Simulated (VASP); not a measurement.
A run of VASP 6.6.1:

The input INCAR:

```
SYSTEM = Ti
  PREC = Accurate
  ENCUT = 600
  EDIFF = 1E-6
  ISMEAR = 0
  SIGMA = 0.1
  LREAL = .FALSE.
  LASPH = .TRUE.
  NELM = 80
  ALGO = Normal
  ISIF = 3
  LWAVE = .FALSE.
  LCHARG = .FALSE.
  GGA = PS
  IVDW = 12
  IBRION = 2
  NSW = 80
  EDIFFG = -0.02
```

Contents of KPOINTS:

```
regular mesh
0
G
  13 13 13
  0 0 0
```

Contents of POSCAR:

```
Ti
1.0
    0.0000000000      2.0300000000      2.0300000000
    2.0300000000      0.0000000000      2.0300000000
    2.0300000000      2.0300000000      0.0000000000
Ti
1
Direct
    0.0000000000      0.0000000000      0.0000000000
```

Potentials or basis: VASP PAW PBE potentials, release 64 (Ti_sv).

Run with:

```sh
$ cat potpaw_PBE.64/Ti_sv/POTCAR > POTCAR
$ mpirun -np 1 vasp_std > vasp.out
```

Hardware: 1 thread of AMD EPYC 9R45 96-Core Processor (Zen 5), on a shared host.

Task: Estimate the wall time of this run.

Result: Run time: 22 s on 1 thread of AMD EPYC 9R45 96-Core Processor (Zen 5), on a shared host, peak memory 0.13 GiB. Counts: scf iterations 31, k points 84, ion steps 3.
